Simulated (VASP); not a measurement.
Runs of VASP 6.6.1 on BeTe. The structure is that of space group F-43m (No. 216), or close to it. The cells are those of the table. 

```tsv
cell	gap on the mesh (eV)	pressure (GPa)
a = 3.855 Å, angles 60.0, 60.0, 90.0°, 2 atoms	1.63	(a)
a = 3.770 Å, angles 60.0, 60.0, 90.0°, 2 atoms	(c)	10.4
a = 3.810 Å, angles 60.0, 60.0, 90.0°, 2 atoms	1.53	7.4
a = 3.713 Å, angles 60.0, 60.0, 90.0°, 2 atoms	(b)	15.5
```

Alike in all rows: task single point; level LDA; potentials or basis VASP PAW LDA potentials, release 64 (Be, Te); no spin polarisation; k mesh 8 × 8 × 8; cutoff (eV) 520; smearing gaussian 0.01 eV.

Problem. Fill in the values left out.

Solution. (a) 4.3; (b) 1.30; (c) 1.44.

Caveats: spin-orbit coupling is left out, which moves the levels of the heavy elements.

A k mesh can miss the band edges, and the runs leave out spin-orbit coupling on Te.
